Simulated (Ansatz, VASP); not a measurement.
## Two plane-wave programs on CsOs3

The input INCAR:

```
SYSTEM = CsOs3
PREC = Accurate
ENCUT = 600
EDIFF = 1E-7
ISMEAR = 0
SIGMA = 0.1
LREAL = .False.
LASPH = .True.
NELM = 60
ALGO = Fast
ISIF = 3
LWAVE = .False.
LCHARG = .False.
GGA = PE
IBRION = 2
NSW = 100
EDIFFG = -0.01
```

The input KPOINTS:

```
regular mesh
0
Gamma
  12 12 12
  0 0 0
```

POSCAR

```
CsOs3
1.0
    4.1197651788      0.0000000000      0.0000000000
    0.0000000000      4.1197651788      0.0000000000
    0.0000000000      0.0000000000      4.1197651788
Cs Os
1 3
Direct
    0.0000000000      0.0000000000      0.0000000000
    0.0000000000      0.5000000000      0.5000000000
    0.5000000000      0.0000000000      0.5000000000
    0.5000000000      0.5000000000      0.0000000000
```

Input for Ansatz:

```yaml
crystal:
  lattice:
    - [4.1197651788, 0.0, 0.0]
    - [0.0, 4.1197651788, 0.0]
    - [0.0, 0.0, 4.1197651788]
  atoms:
    - { symbol: Cs, position: [0.0, 0.0, 0.0] }
    - { symbol: Os, position: [0.0, 0.5, 0.5] }
    - { symbol: Os, position: [0.5, 0.0, 0.5] }
    - { symbol: Os, position: [0.5, 0.5, 0.0] }
basis:
  ecutwfc: 420
kpoints:
  mp_grid: { grid: [12, 12, 12] }
hamiltonian:
  xc: pbe
scf:
  occupations: { method: gaussian, width: 0.1 }
output:
  forces: true
  stress: true
  eigenvalues: true
  write_density: true
  write_potential: true
  elf: true
  volumetric_format: npy
relax:
  adjacent_minimum: "off"
  f_tol: 0.01
  max_steps: 80
  cell: { stress_tol: 0.05 }
```

Alike in both runs: task relaxation of cell and atoms; functional PBE; k mesh 12 × 12 × 12; occupations gaussian, width 0.1 eV; no spin polarisation.

|  | VASP | Ansatz |
| --- | --- | --- |
| version | VASP 6.6.1 | Ansatz 0.2.0 |
| potentials or method | VASP PAW PBE potentials, release 64 (Cs_sv, Os), cutoff 600 eV | scalar-relativistic, plane waves, PAW |
| valence electrons in the cell | 33 | 57 |

|  | VASP | Ansatz | Ansatz less VASP |
| --- | --- | --- | --- |
| gap on the k mesh at the Fermi level, each at its own relaxed structure (eV) | none | none | - |
| relaxed volume (Å³/atom) | 17.76 | 17.44 | -0.315 |
| relaxed cell length with the largest relative difference (Å) | 4.142 | 4.117 | -0.0247 |

A gap of «none» marks a metal or a gap that the smearing closes. VASP's potentials hold 33 valence electrons a cell and Ansatz's 57, so a difference there can come from the potentials and not from the codes.

Spin-orbit coupling is off throughout.
